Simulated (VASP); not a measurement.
# NaF (Fm-3m) in VASP: a series of runs

The runs below take NaF through single point, with PBE.

All numbers are computed with VASP 6.6.1; they aren't measurements. Logs are shortened: lines on timing, memory, paths and dates and some standing lists are left out, and cuts for length are marked.

## Step 1: The cell of the first run

The structure is cubic, space group Fm-3m (No. 225). Conventional cell: a = 4.670 Å, b = 4.670 Å, c = 4.670 Å, α = 90.00°, β = 90.00°, γ = 90.00°. Within 3.1 Å of Na (site symmetry m-3m) lie 6 F at 2.33 Å. F (site symmetry m-3m) has 6 Na at 2.33 Å within 3.1 Å.

## Step 2: Single point, PBE (volume changed by +5%)

INCAR

```
PREC = Accurate
ENCUT = 600
EDIFF = 1E-6
ISMEAR = 0
SIGMA = 0.01
LREAL = F
LASPH = T
NELM = 120
ALGO = Normal
ISIF = 2
LWAVE = F
LCHARG = T
GGA = PE
LELF = T
LVHAR = T
NBANDS = 14
GGA_COMPAT = F
```

KPOINTS

```
regular mesh
0
Gamma
  6 6 6
```

POSCAR

```
NaF
1.0
    0.0000000000      2.3349097258      2.3349097258
    2.3349097258      0.0000000000      2.3349097258
    2.3349097258      2.3349097258      0.0000000000
Na F
1 1
Direct
    0.0000000000      0.0000000000      0.0000000000
    0.5000000000      0.5000000000      0.5000000000
```

Potentials or basis: VASP PAW PBE potentials, release 64 (Na_pv, F).

Started as:

```sh
cat potpaw_PBE.64/Na_pv/POTCAR potpaw_PBE.64/F/POTCAR > POTCAR
mpirun -np 1 vasp_std > vasp.out
```

OUTCAR:

```text
PREC = Accurate
   ENCUT = 600
   EDIFF = 1E-6
   ISMEAR = 0
   LREAL = F
   LASPH = T
   NELM = 120
   ISIF = 2
   GGA = PE

 ion  position               nearest neighbor table
   1  0.000  0.000  0.000-   2 2.33   2 2.33   2 2.33   2 2.33   2 2.33   2 2.33
   2  0.500  0.500  0.500-   1 2.33   1 2.33   1 2.33   1 2.33   1 2.33   1 2.33

  LATTYP: Found a face centered cubic cell.
 ALAT       =     4.6698194516

  Lattice vectors:

 A1 = (   0.0000000000,   2.3349097258,   2.3349097258)
 A2 = (   2.3349097258,   0.0000000000,   2.3349097258)
 A3 = (   2.3349097258,   2.3349097258,   0.0000000000)

Analysis of symmetry for initial positions (statically):
=====================================================================
 Subroutine PRICEL returns:
 Original cell was already a primitive cell.

 Routine SETGRP: Setting up the symmetry group for a
 face centered cubic supercell.

 Subroutine GETGRP returns: Found 48 space group operations
[... 9 lines left out ...]

 Routine SETGRP: Setting up the symmetry group for a
 face centered cubic supercell.

 Subroutine GETGRP returns: Found 48 space group operations
[... 11 lines left out ...]
                                     Primitive cell

  volume of cell :      25.4589

  direct lattice vectors                    reciprocal lattice vectors
     0.000000000  2.334909726  2.334909726    -0.214141041  0.214141041  0.214141041
     2.334909726  0.000000000  2.334909726     0.214141041 -0.214141041  0.214141041
     2.334909726  2.334909726  0.000000000     0.214141041  0.214141041 -0.214141041

  length of vectors
     3.302061001  3.302061001  3.302061001     0.370903163  0.370903163  0.370903163

  position of ions in fractional coordinates (direct lattice)
     0.000000000  0.000000000  0.000000000
     0.500000000  0.500000000  0.500000000

  ion indices of the primitive-cell ions
   primitive index   ion index
                 1           1
                 2           2

----------------------------------------------------------------------------------------

 KPOINTS: regular mesh

Automatic generation of k-mesh.
 Grid dimensions read from file:
 generate k-points for:    6    6    6

 Generating k-lattice:

  Cartesian coordinates                     Fractional coordinates (reciprocal lattice)
    -0.035690174  0.035690174  0.035690174     0.166666667  0.000000000  0.000000000
     0.035690174 -0.035690174  0.035690174     0.000000000  0.166666667  0.000000000
     0.035690174  0.035690174 -0.035690174     0.000000000  0.000000000  0.166666667

  Length of vectors
     0.061817194  0.061817194  0.061817194

  Shift w.r.t. Gamma in fractional coordinates (k-lattice)
     0.000000000  0.000000000  0.000000000

 Subroutine IBZKPT returns following result:
 ===========================================

 Found     16 irreducible k-points:

 Following reciprocal coordinates:
            Coordinates               Weight
  0.000000  0.000000  0.000000      1.000000
  0.166667  0.000000  0.000000      8.000000
  0.333333  0.000000  0.000000      8.000000
  0.500000  0.000000  0.000000      4.000000
  0.166667  0.166667  0.000000      6.000000
  0.333333  0.166667  0.000000     24.000000
[... 8 lines left out ...]
 -0.333333  0.333333  0.166667     24.000000
 -0.333333  0.500000  0.166667     12.000000
   k-points           NKPTS =     16   k-points in BZ     NKDIM =     16   number of bands    NBANDS=     14
   number of dos      NEDOS =    301   number of ions     NIONS =      2
   total plane-waves  NPLWV =  21952
   dimension x,y,z NGX =    28 NGY =   28 NGZ =   28
   dimension x,y,z NGXF=    56 NGYF=   56 NGZF=   56
   ions per type =               1   1
   NGX,Y,Z   is equivalent  to a cutoff of  14.10, 14.10, 14.10 a.u.
   NGXF,Y,Z  is equivalent  to a cutoff of  28.19, 28.19, 28.19 a.u.
 SYSTEM =  unknown system
   PREC   = accura    normal or accurate (medium, high low for compatibility)
   ISTART =      0    job   : 0-new  1-cont  2-samecut
   ICHARG =      2    charge: 1-file 2-atom 10-const
   ISPIN  =      1    spin polarized calculation?
   LNONCOLLINEAR =      F non collinear calculations
   LSORBIT =      F    spin-orbit coupling
   LASPH  =      T    aspherical Exc in radial PAW
   ENCUT  =  600.0 eV  44.10 Ry    6.64 a.u.   6.60  6.60  6.60*2*pi/ulx,y,z
   NELM   =    120;   NELMIN=  2; NELMDL= -5     # of ELM steps
   EDIFF  = 0.1E-05   stopping-criterion for ELM
   LREAL  =      F    real-space projection
   EDIFFG = 0.1E-04   stopping-criterion for IOM
   NSW    =      0    number of steps for IOM
   IBRION =     -1    ionic relax: 0-MD 1-quasi-New 2-CG
   NFREE  =      0    steps in history (QN), initial steepest desc. (CG)
   ISIF   =      2    stress and relaxation
   ISYM   =      2    0-nonsym 1-usesym 2-fastsym
   POTIM  = 0.5000    time-step for ionic-motion
   TEBEG  =    0.0;   TEEND  =   0.0 temperature during run
   PSTRESS=    0.0 pullay stress
   NELECT =      14.0000    total number of electrons
   NUPDOWN=      -1.0000    fix difference up-down
   EMIN   =  10.00;   EMAX   =-10.00  energy-range for DOS
   EFERMI =   0.00;   METHOD = LEGACY
   ISMEAR =     0;   SIGMA  =   0.01  broadening in eV -4-tet -1-fermi 0-gaus
   EFERMI_NEDOS =   21; number of points for ismear=-14 and -15
   IALGO  =     38    algorithm
   IMIX   =      4    mixing-type and parameters
     AMIX     =   0.40;   BMIX     =  1.00
     AMIX_MAG =   1.60;   BMIX_MAG =  1.00
  volume/ion in A,a.u.               =      12.73        85.90
  Fermi-wavevector in a.u.,A,eV,Ry     =   1.341233  2.534562 24.475585  1.798905
  Thomas-Fermi vector in A             =   2.469482
   LORBIT       =      0    0 simple, 1 ext, 2 COOP (PROOUT), +10 PAW based schemes
   GGA     = PE    functional components
   LHFCALC =     F    Hartree Fock is set to
   AEXX    =    0.0000 exact exchange contribution
   IVDW    =     0    specifies the selected vdW correction
   LEPSILON=     F    determine dielectric tensor
   LRPA    =     F    only Hartree local field effects (RPA)
 non-spin polarized calculation
 Gauss-broadening in eV      SIGMA  =   0.01
  energy-cutoff  :      600.00
  volume of cell :       25.46
 maximum number of plane-waves:       869
 NGX is ok and might be reduce to    28
   NGX = 13   NGY = 13   NGZ = 13

 number of electron      14.0000006 magnetization

 Free energy of the ion-electron system (eV)
  ---------------------------------------------------
  ext. energy  EPLUGINS =         0.00000000
  ---------------------------------------------------
  free energy    TOTEN  =        -8.56952999 eV

  energy without entropy =       -8.56952999  energy(sigma->0) =       -8.56952999

 E-fermi :  -2.0841     XC(G=0):  -9.0451

 val. band max:       -2.1856568692   @ k =   0.0000   0.0000   0.0000
 cond. band min:       3.9926535433   @ k =   0.0000   0.0000   0.0000
 fundamental gap:      6.1783104125
 Fermi energy:        -2.0840884277

 k-point     1 :       0.0000    0.0000    0.0000
  band No.  band energies     occupation
      1     -21.3212      2.00000
      2     -21.2001      2.00000
      3     -21.2001      2.00000
      4     -21.2001      2.00000
      5      -2.1857      2.00000
      6      -2.1857      2.00000
      7      -2.1857      2.00000
      8       3.9927      0.00000
      9      16.6271      0.00000
     10      16.6271      0.00000
     11      16.6271      0.00000
     12      19.4455      0.00000
     13      21.5939      0.00000
     14      21.5939      0.00000

 k-point     2 :       0.1667    0.0000    0.0000
  band No.  band energies     occupation
      1     -21.6335      2.00000
      2     -21.2030      2.00000
      3     -21.2030      2.00000
      4     -20.8553      2.00000
      5      -2.6560      2.00000
      6      -2.2476      2.00000
      7      -2.2476      2.00000
      8       4.9056      0.00000
      9      14.1688      0.00000
     10      17.0112      0.00000
     11      17.0112      0.00000
     12      20.7227      0.00000
     13      20.7227      0.00000
     14      21.7590      0.00000

 k-point     3 :       0.3333    0.0000    0.0000
  band No.  band energies     occupation
      1     -21.8826      2.00000
      2     -21.2087      2.00000
      3     -21.2087      2.00000
      4     -20.5401      2.00000
      5      -3.4056      2.00000
      6      -2.3686      2.00000
      7      -2.3686      2.00000
      8       6.8743      0.00000
      9      11.6441      0.00000
     10      17.5875      0.00000
     11      17.5875      0.00000
     12      20.2366      0.00000
     13      20.2366      0.00000
     14      21.5113      0.00000
[... 188 lines left out ...]
 k-point    15 :      -0.3333    0.3333    0.1667
  band No.  band energies     occupation
      1     -21.7233      2.00000
      2     -21.2695      2.00000
      3     -21.2475      2.00000
      4     -20.6221      2.00000
      5      -3.2828      2.00000
      6      -2.8902      2.00000
      7      -2.5829      2.00000
      8      10.0644      0.00000
      9      10.5477      0.00000
     10      13.7293      0.00000
     11      15.5592      0.00000
     12      20.1932      0.00000
     13      20.8757      0.00000
     14      25.3669      0.00000

 k-point    16 :      -0.3333    0.5000    0.1667
  band No.  band energies     occupation
      1     -21.5433      2.00000
      2     -21.3087      2.00000
      3     -21.2688      2.00000
      4     -20.7665      2.00000
      5      -3.2336      2.00000
      6      -2.8140      2.00000
      7      -2.6984      2.00000
      8      10.8262      0.00000
      9      10.9521      0.00000
     10      12.1553      0.00000
     11      15.2536      0.00000
     12      18.9990      0.00000
     13      23.4187      0.00000
     14      23.6227      0.00000

------------------------ aborting loop because EDIFF is reached ----------------------------------------

  FORCE on cell =-STRESS in cart. coord.  units (eV):
  Direction    XX          YY          ZZ          XY          YZ          ZX
  --------------------------------------------------------------------------------------
  -------------------------------------------------------------------------------------
  Total        0.1104275      0.1104275      0.1104275      0.0000000     -0.0000000      0.0000000
  in kB        6.9494031      6.9494031      6.9494031      0.0000000     -0.0000000      0.0000000
  external PRESSURE =       6.9494031 kB  Pullay stress =       0.0000000 kB

 VOLUME and BASIS-vectors are now :
 -----------------------------------------------------------------------------
  energy-cutoff  :      600.00
  volume of cell :       25.46
      direct lattice vectors                 reciprocal lattice vectors
     0.000000000  2.334909726  2.334909726    -0.214141041  0.214141041  0.214141041
     2.334909726  0.000000000  2.334909726     0.214141041 -0.214141041  0.214141041
     2.334909726  2.334909726  0.000000000     0.214141041  0.214141041 -0.214141041

 POSITION                                       TOTAL-FORCE (eV/Angst)
 -----------------------------------------------------------------------------------
      0.00000      0.00000      0.00000         0.000000      0.000000      0.000000
      2.33491      2.33491      2.33491        -0.000000     -0.000000     -0.000000
 -----------------------------------------------------------------------------------
    total drift:                                0.000000      0.000000      0.000000

  FREE ENERGIE OF THE ION-ELECTRON SYSTEM (eV)
  ---------------------------------------------------
  free  energy   TOTEN  =        -8.5695299930 eV

  energy  without entropy=       -8.5695299930  energy(sigma->0) =       -8.56952999
```

Wall time 15 s (1 thread of Intel Xeon 8259CL, shared host); peak memory 0.15 GiB.

What came out:

- Free energy: -8.5695 eV
- Pressure: 0.7 GPa
- Band gap on the k mesh: 6.18 eV, direct

## Step 3: Single point, PBE (volume changed by +10%)

INCAR

```
PREC = Accurate ; ENCUT = 600
EDIFF = 1E-6 ; ISMEAR = 0
SIGMA = 0.01 ; LREAL = False
LASPH = True ; NELM = 120
ALGO = Normal ; ISIF = 2
LWAVE = False ; LCHARG = True
GGA = PE ; LELF = True
LVHAR = True ; NBANDS = 14
GGA_COMPAT = False
```

KPOINTS is that of step 2.

POSCAR

```
NaF
1.0
    0.0000000000      2.3713985840      2.3713985840
    2.3713985840      0.0000000000      2.3713985840
    2.3713985840      2.3713985840      0.0000000000
Na F
1 1
Direct
    0.0000000000      0.0000000000      0.0000000000
    0.5000000000      0.5000000000      0.5000000000
```

Potentials or basis: VASP PAW PBE potentials, release 64 (Na_pv, F).

Started as:

```sh
cat potpaw_PBE.64/Na_pv/POTCAR potpaw_PBE.64/F/POTCAR > POTCAR
mpirun -np 1 vasp_std > vasp.out
```

Run time: 14 s. Hardware: 1 thread of Intel Xeon 8259CL, shared host; peak memory 0.14 GiB.

The run converged. Its results:

| Item | Value |
| --- | --- |
| Free energy | -8.5692 eV |
| Pressure | -1.4 GPa |
| Band gap on the k mesh | 5.94 eV, direct |

Levels at points of the mesh, in eV from the valence-band top:
| k point | band 4 | band 5 | band 6 | band 7 | band 8 | band 9 | band 10 | band 11 |
| --- | --- | --- | --- | --- | --- | --- | --- | --- |
| (0.00, 0.00, 0.00) | -19.06 | 0.00 | 0.00 | 0.00 | 5.94 | 18.48 | 18.48 | 18.48 |
| (0.50, 0.00, 0.00) | -18.34 | -1.44 | -0.22 | -0.22 | 10.36 | 11.88 | 19.36 | 19.36 |
| (0.50, 0.50, 0.00) | -18.86 | -1.17 | -0.37 | -0.37 | 12.59 | 12.93 | 13.06 | 18.88 |
